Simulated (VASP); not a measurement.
A run of VASP 6.6.1 is set up as follows.

Contents of INCAR:

```
PREC = Accurate ; ENCUT = 520
EDIFF = 1E-6 ; ISMEAR = -1
SIGMA = 0.05 ; LREAL = Auto
LASPH = T ; NELM = 80
ALGO = Normal ; ISIF = 2
LWAVE = F ; LCHARG = F
GGA = PS ; NELECT = 330.0
ISYM = 0 ; NBANDS = 192
```

File KPOINTS:

```
Automatic mesh
0
Gamma
  1 1 1
  0.25 0.25 0.25
```

POSCAR

```
Sr8Ti9O24
1.0
    7.7828210000      0.0000000000      0.0000000000
    0.0000000000      7.7828210000      0.0000000000
    0.0000000000      0.0000000000      7.7828210000
Sr Ti O
8 9 24
Direct
    0.9620490000      0.9939360000      0.9104020000
    0.9797730000      0.9991040000      0.5220760000
    0.0043410000      0.5035150000      0.0022780000
    0.0010980000      0.5049010000      0.5025650000
    0.4957920000      0.0043410000      0.9946400000
    0.5050650000      0.0020180000      0.5128270000
    0.5171150000      0.5034990000      0.9985410000
    0.5190070000      0.5053280000      0.4846370000
    0.0889300000      0.0402510000      0.1820720000
    0.2472520000      0.2561490000      0.7485290000
    0.2669280000      0.7439090000      0.2568430000
    0.2487220000      0.7469400000      0.7456400000
    0.7620520000      0.2537440000      0.2389120000
    0.7379050000      0.2598640000      0.7396970000
    0.7647260000      0.7551790000      0.2395990000
    0.7354840000      0.7433860000      0.7395390000
    0.2735070000      0.2647670000      0.2697090000
    0.2160150000      0.1933830000      0.0250780000
    0.2762700000      0.3019580000      0.5170060000
    0.2191320000      0.8266990000      0.0287510000
    0.2745640000      0.7135470000      0.5134170000
    0.7730590000      0.2689620000      0.9953720000
    0.7350600000      0.2435060000      0.4977250000
    0.7705430000      0.7427470000      0.9948020000
    0.7363980000      0.7671650000      0.4973670000
    0.0141360000      0.2591690000      0.2876540000
    0.9977140000      0.2578480000      0.7346420000
    0.0167520000      0.7684230000      0.2822330000
    0.9982120000      0.7473070000      0.7327210000
    0.5176530000      0.2473180000      0.2353090000
    0.4963570000      0.2555060000      0.7803780000
    0.5138620000      0.7723160000      0.2378140000
    0.4965400000      0.7529720000      0.7776160000
    0.2640200000      0.0080260000      0.3312850000
    0.2458240000      0.0050620000      0.7253230000
    0.2704860000      0.5106600000      0.2191070000
    0.2488170000      0.5063330000      0.8075590000
    0.8126580000      0.0085330000      0.2189730000
    0.7309040000      0.0035500000      0.7425890000
    0.7665210000      0.5097950000      0.2550940000
    0.7396940000      0.5037870000      0.7300300000
```

Potentials or basis: VASP PAW PBE potentials, release 64 (Sr_sv, Ti_sv, O).

Command:

```sh
$ cat potpaw_PBE.64/Sr_sv/POTCAR potpaw_PBE.64/Ti_sv/POTCAR potpaw_PBE.64/O/POTCAR > POTCAR
$ mpirun -np 1 vasp_std > vasp.out
```

Task: Predict the largest force.

Result: 0.264 eV/Å.

Forces in eV/Å, atoms in the order of the input:
```
Sr   0.070 -0.061 -0.046
Sr   0.000 -0.011  0.024
Sr  -0.023  0.002  0.003
Sr  -0.006  0.035  0.015
Sr   0.034 -0.018  0.004
Sr   0.044  0.001  0.037
Sr   0.015  0.013 -0.027
Sr   0.045  0.007  0.047
Ti  -0.216 -0.126 -0.085
Ti   0.070  0.037  0.088
Ti   0.044  0.094  0.038
Ti   0.078  0.060  0.088
Ti   0.036 -0.018  0.059
Ti   0.053  0.006  0.053
Ti   0.110  0.029  0.056
Ti   0.081  0.042  0.018
Ti   0.117  0.122  0.082
O   -0.017  0.045  0.027
O   -0.049 -0.052 -0.101
O   -0.027 -0.011 -0.001
O   -0.027 -0.010 -0.076
O   -0.017 -0.016 -0.001
O   -0.005 -0.011 -0.081
O   -0.060 -0.020  0.011
O   -0.036 -0.035 -0.088
O   -0.018 -0.008  0.007
O    0.019  0.049 -0.020
O    0.032 -0.001  0.027
O   -0.044 -0.071  0.004
O   -0.058 -0.007 -0.012
O   -0.049 -0.028 -0.007
O   -0.012 -0.009 -0.030
O   -0.079 -0.013 -0.020
O    0.046 -0.060 -0.012
O    0.001 -0.010 -0.010
O   -0.021 -0.060 -0.021
O   -0.006 -0.025 -0.014
O   -0.034  0.139  0.002
O   -0.108  0.006 -0.022
O    0.001 -0.014 -0.023
O    0.018  0.005  0.005
```

Caveat: the cell carries a net charge on a neutralising background, which shifts energy and pressure; the PAW data sets were made with another functional, which shifts forces and pressure a little.
